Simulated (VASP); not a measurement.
# InSe (Fd-3m) in VASP: notebook, part 3 of 3

VASP 6.6.1. Earlier steps stand in the parts before.

### 6 Relaxation of cell and atoms, PBE

File INCAR:

```
SYSTEM = InSe
PREC = Accurate ; ENCUT = 600
EDIFF = 1E-6 ; ISMEAR = 0
SIGMA = 0.1 ; LREAL = .False.
LASPH = .True. ; NELM = 60
ALGO = Normal ; ISIF = 3
LWAVE = .False. ; LCHARG = .False.
GGA = PE ; IBRION = 2
NSW = 100 ; EDIFFG = -0.01
```

File KPOINTS:

```
Automatic mesh
0
Gamma
  12 12 12
  0 0 0
```

File POSCAR:

```
InSe
1.0
    0.0000000000      3.6982651341      3.6982651341
    3.6982651341      0.0000000000      3.6982651341
    3.6982651341      3.6982651341      0.0000000000
In Se
2 2
Direct
    0.2500000000      0.2500000000      0.2500000000
    0.0000000000      0.0000000000      0.0000000000
    0.7500000000      0.7500000000      0.7500000000
    0.5000000000      0.5000000000      0.5000000000
```

Potentials or basis: VASP PAW PBE potentials, release 64 (In_d, Se).

Run with:

```console
$ cat potpaw_PBE.64/In_d/POTCAR potpaw_PBE.64/Se/POTCAR > POTCAR
$ mpirun -np 1 vasp_std > vasp.out
```

OUTCAR:

```text
SYSTEM = InSe
   PREC = Accurate
   ENCUT = 600
   EDIFF = 1E-6
   ISMEAR = 0
   LREAL = .False.
   LASPH = .True.
   NELM = 60
   ISIF = 3
   GGA = PE
   IBRION = 2
   NSW = 100
   EDIFFG = -0.01

 ion  position               nearest neighbor table
   1  0.250  0.250  0.250-   2 3.20   4 3.20   2 3.20   2 3.20   2 3.20   4 3.20   4 3.20   4 3.20

   2  0.000  0.000  0.000-   1 3.20   3 3.20   3 3.20   3 3.20   3 3.20   1 3.20   1 3.20   1 3.20

   3  0.750  0.750  0.750-   2 3.20   2 3.20   2 3.20   2 3.20
   4  0.500  0.500  0.500-   1 3.20   1 3.20   1 3.20   1 3.20

  LATTYP: Found a face centered cubic cell.
 ALAT       =     7.3965302682

  Lattice vectors:

 A1 = (   0.0000000000,   3.6982651341,   3.6982651341)
 A2 = (   3.6982651341,   0.0000000000,   3.6982651341)
 A3 = (   3.6982651341,   3.6982651341,   0.0000000000)

Analysis of symmetry for initial positions (statically):
=====================================================================
 Subroutine PRICEL returns:
 Original cell was already a primitive cell.

 Routine SETGRP: Setting up the symmetry group for a
 face centered cubic supercell.

 Subroutine GETGRP returns: Found 48 space group operations
 (whereof 24 operations were pure point group operations)
 out of a pool of 48 trial point group operations.

The static configuration has the point symmetry T_d .
 The point group associated with its full space group is O_h .

Analysis of symmetry for dynamics (positions and initial velocities):
=====================================================================
 Subroutine PRICEL returns:
 Original cell was already a primitive cell.

 Routine SETGRP: Setting up the symmetry group for a
 face centered cubic supercell.

 Subroutine GETGRP returns: Found 48 space group operations
 (whereof 24 operations were pure point group operations)
 out of a pool of 48 trial point group operations.

The dynamic configuration has the point symmetry T_d .
 The point group associated with its full space group is O_h .

 Subroutine INISYM returns: Found 48 space group operations
 (whereof 24 operations are pure point group operations),
 and found     1 'primitive' translations

----------------------------------------------------------------------------------------

                                     Primitive cell

  volume of cell :     101.1636

  direct lattice vectors                    reciprocal lattice vectors
     0.000000000  3.698265134  3.698265134    -0.135198527  0.135198527  0.135198527
     3.698265134  0.000000000  3.698265134     0.135198527 -0.135198527  0.135198527
     3.698265134  3.698265134  0.000000000     0.135198527  0.135198527 -0.135198527

[... 118 lines left out ...]
 conjugate gradient relaxation of ions
 non-spin polarized calculation
 Gauss-broadening in eV      SIGMA  =   0.10
  energy-cutoff  :      600.00
  volume of cell :      101.16
 maximum number of plane-waves:      3404
 NGX is ok and might be reduce to    42
   NGX = 21   NGY = 21   NGZ = 21

--------------------------------------- Ionic step        1  -------------------------------------------

 number of electron      38.0000009 magnetization

 Free energy of the ion-electron system (eV)
  ---------------------------------------------------
  ext. energy  EPLUGINS =         0.00000000
  ---------------------------------------------------
  free energy    TOTEN  =       -11.83218897 eV

  energy without entropy =      -11.81929196  energy(sigma->0) =      -11.82574046

 E-fermi :   5.4548     XC(G=0):  -9.9654

 val. band max:        5.4503824744   @ k =  -0.4167   0.4167   0.0000
 cond. band min:       5.4707543530   @ k =  -0.3333   0.4167   0.0833
 fundamental gap:      0.0203718787
 Fermi energy:         5.4547701343

 k-point     1 :       0.0000    0.0000    0.0000
  band No.  band energies     occupation
      1      -9.0216      2.00000
      2      -9.0216      2.00000
      3      -9.0216      2.00000
      4      -8.9800      2.00000
      5      -8.9800      2.00000
      6      -8.7997      2.00000
[... 613 lines left out ...]
     22       7.2855      0.00000
     23       9.7835      0.00000

 [... further k-points ...]
[... 5 lines left out ...]
  --------------------------------------------------------------------------------------
  -------------------------------------------------------------------------------------
  Total       -0.3755864     -0.3755864     -0.3755864     -0.0000000     -0.0000000      0.0000000
  in kB       -5.9483480     -5.9483480     -5.9483480     -0.0000000     -0.0000000      0.0000000
  external PRESSURE =      -5.9483480 kB  Pullay stress =       0.0000000 kB

 VOLUME and BASIS-vectors are now :
 -----------------------------------------------------------------------------
  energy-cutoff  :      600.00
  volume of cell :      101.16
      direct lattice vectors                 reciprocal lattice vectors
     0.000000000  3.698265134  3.698265134    -0.135198527  0.135198527  0.135198527
     3.698265134  0.000000000  3.698265134     0.135198527 -0.135198527  0.135198527
     3.698265134  3.698265134  0.000000000     0.135198527  0.135198527 -0.135198527

 POSITION                                       TOTAL-FORCE (eV/Angst)
 -----------------------------------------------------------------------------------
      1.84913      1.84913      1.84913         0.000000      0.000000      0.000000
      0.00000      0.00000      0.00000        -0.000000     -0.000000      0.000000
      5.54740      5.54740      5.54740         0.000000      0.000000      0.000000
      3.69827      3.69827      3.69827        -0.000000     -0.000000     -0.000000
 -----------------------------------------------------------------------------------
    total drift:                               -0.000000     -0.000000      0.000000

  FREE ENERGIE OF THE ION-ELECTRON SYSTEM (eV)
  ---------------------------------------------------
  free  energy   TOTEN  =       -11.8321889722 eV

  energy  without entropy=      -11.8192919577  energy(sigma->0) =      -11.82574046

--------------------------------------- Ionic step        2  -------------------------------------------

 number of electron      38.0000005 magnetization

 Free energy of the ion-electron system (eV)
  ---------------------------------------------------
  ext. energy  EPLUGINS =         0.00000000
  ---------------------------------------------------
  free energy    TOTEN  =       -11.83505742 eV

  energy without entropy =      -11.82234099  energy(sigma->0) =      -11.82869920

 E-fermi :   5.6099     XC(G=0): -10.0292

 val. band max:        5.5981446944   @ k =  -0.4167   0.4167   0.0000
 cond. band min:       5.6202645985   @ k =  -0.3333   0.4167   0.0833
 fundamental gap:      0.0221199041
 Fermi energy:         5.6099180423

 k-point     1 :       0.0000    0.0000    0.0000
  band No.  band energies     occupation
      1      -8.8873      2.00000
      2      -8.8873      2.00000
      3      -8.8873      2.00000
      4      -8.8445      2.00000
      5      -8.8445      2.00000
      6      -8.6576      2.00000
[... 613 lines left out ...]
     22       7.4524      0.00000
     23       9.9884      0.00000

 [... further k-points ...]
[... 5 lines left out ...]
  --------------------------------------------------------------------------------------
  -------------------------------------------------------------------------------------
  Total       -0.0363986     -0.0363986     -0.0363986      0.0000000      0.0000000      0.0000000
  in kB       -0.5843672     -0.5843672     -0.5843672      0.0000000      0.0000000      0.0000000
  external PRESSURE =      -0.5843672 kB  Pullay stress =       0.0000000 kB

 VOLUME and BASIS-vectors are now :
 -----------------------------------------------------------------------------
  energy-cutoff  :      600.00
  volume of cell :       99.80
      direct lattice vectors                 reciprocal lattice vectors
    -0.000000000  3.681512652  3.681512652    -0.135813739  0.135813739  0.135813739
     3.681512652 -0.000000000  3.681512652     0.135813739 -0.135813739  0.135813739
     3.681512652  3.681512652  0.000000000     0.135813739  0.135813739 -0.135813739

 POSITION                                       TOTAL-FORCE (eV/Angst)
 -----------------------------------------------------------------------------------
      1.84076      1.84076      1.84076        -0.000000     -0.000000     -0.000000
      7.36303      3.68151      3.68151         0.000000      0.000000      0.000000
      5.52227      5.52227      5.52227         0.000000      0.000000      0.000000
      3.68151      3.68151      3.68151        -0.000000     -0.000000     -0.000000
 -----------------------------------------------------------------------------------
    total drift:                               -0.000000     -0.000000      0.000000

  FREE ENERGIE OF THE ION-ELECTRON SYSTEM (eV)
  ---------------------------------------------------
  free  energy   TOTEN  =       -11.8350574199 eV

  energy  without entropy=      -11.8223409889  energy(sigma->0) =      -11.82869920

 reached required accuracy - stopping structural energy minimisation
```

CONTCAR:

```text
InSe
   1.00000000000000
    -0.0000000000000000    3.6815126522643449    3.6815126522643449
     3.6815126522643449   -0.0000000000000000    3.6815126522643449
     3.6815126522643449    3.6815126522643449    0.0000000000000000
  In              Se
     2     2
Direct
     0.2500000000000000    0.2500000000000000    0.2500000000000000
     0.0000000000000000    1.0000000000000000    1.0000000000000000
     0.7500000000000000    0.7500000000000000    0.7500000000000000
     0.5000000000000000    0.5000000000000000    0.5000000000000000

  0.00000000E+00  0.00000000E+00  0.00000000E+00
  0.00000000E+00  0.00000000E+00  0.00000000E+00
  0.00000000E+00  0.00000000E+00  0.00000000E+00
  0.00000000E+00  0.00000000E+00  0.00000000E+00
```

Wall time 6.1 min (1 thread of Oxide Virtual Turin-like, shared host); peak memory 0.36 GiB.

What came out:

```
Free energy                            : -11.8351 eV
Relaxed volume                         : 24.95 Å³/atom
Relaxed cell                           : a = 5.206 Å, b = 5.206 Å, c = 5.206 Å, α = 60.00°, β = 60.00°, γ = 60.00°
Space group after relaxing (to 0.05 Å) : Fd-3m (No. 227)
Energy gained by relaxing              : 0.7 meV/atom
Ionic steps                            : 2
Pressure after relaxing                : -0.1 GPa
Band gap on the k mesh                 : zero (band 19 reaches 6.21 eV, above the bottom of band 20 at 4.53 eV)
```

The path:
| step | energy change (eV) | largest force (eV/Å) | pressure (GPa) | volume (Å³) |
| --- | --- | --- | --- | --- |
| 1 | 0.0000 | 0.0000 | -0.59 | 101.16 |
| 2 | -0.0029 | 0.0000 | -0.06 | 99.80 |

Final structure:
```cif
data_structure
_symmetry_space_group_name_H-M 'P 1'
_symmetry_Int_Tables_number 1
_cell_length_a 5.2064
_cell_length_b 5.2064
_cell_length_c 5.2064
_cell_angle_alpha 60.000
_cell_angle_beta 60.000
_cell_angle_gamma 60.000
_cell_volume 99.80
loop_
_atom_site_label
_atom_site_type_symbol
_atom_site_fract_x
_atom_site_fract_y
_atom_site_fract_z
_atom_site_occupancy
In1 In 0.25000 0.25000 0.25000 1
In2 In 0.00000 0.00000 0.00000 1
Se1 Se 0.75000 0.75000 0.75000 1
Se2 Se 0.50000 0.50000 0.50000 1
```

Levels at points of the mesh, in eV from the Fermi level:
| k point | band 15 | band 16 | band 17 | band 18 | band 19 | band 20 | band 21 | band 22 | band 23 |
| --- | --- | --- | --- | --- | --- | --- | --- | --- | --- |
| (0.00, 0.00, 0.00) | -2.79 | -2.79 | -1.91 | -1.91 | -1.91 | 0.04 | 1.17 | 1.17 | 1.17 |
| (0.50, 0.00, 0.00) | -3.39 | -2.95 | -1.70 | -1.70 | -0.76 | -0.38 | 1.99 | 1.99 | 4.05 |
| (0.50, 0.50, 0.00) | -4.56 | -4.56 | -0.02 | -0.02 | 0.16 | 0.16 | 2.63 | 2.63 | 4.64 |

Caveat: spin-orbit coupling is left out, which moves the levels of the heavy elements.

### 7 Summary

```tsv
task	cell	k mesh	cutoff (eV)	gap on the mesh (eV)	pressure (GPa)	relaxed volume (Å³/atom)
single point	a = 5.230 Å, angles 60.0°, 4 atoms	4 × 4 × 4	520	none	-0.1	-
single point	a = 5.540 Å, angles 60.0°, 4 atoms	4 × 4 × 4	520	none	-4.5	-
relaxation of cell and atoms	relaxed from a = 5.540 Å, angles 60.0°, 4 atoms	4 × 4 × 4	600	none	-0.2	25.36
single point	a = 5.204 Å, angles 60.0°, 4 atoms	12 × 12 × 12	520	none	0.0	-
relaxation of cell and atoms	relaxed from a = 5.230 Å, angles 60.0°, 4 atoms	12 × 12 × 12	600	none	-0.1	24.95
```

Alike in all rows: level PBE; potentials or basis VASP PAW PBE potentials, release 64 (In_d, Se); no spin polarisation; smearing gaussian 0.1 eV.

Caveats: some runs use coarse meshes; spin-orbit coupling is left out, which moves the levels of the heavy elements; the volume moved by over 15 % at a fixed basis, so the end points are rough (some runs).

Total energies depend on the potentials used, so only differences within one code and one set of settings carry meaning.
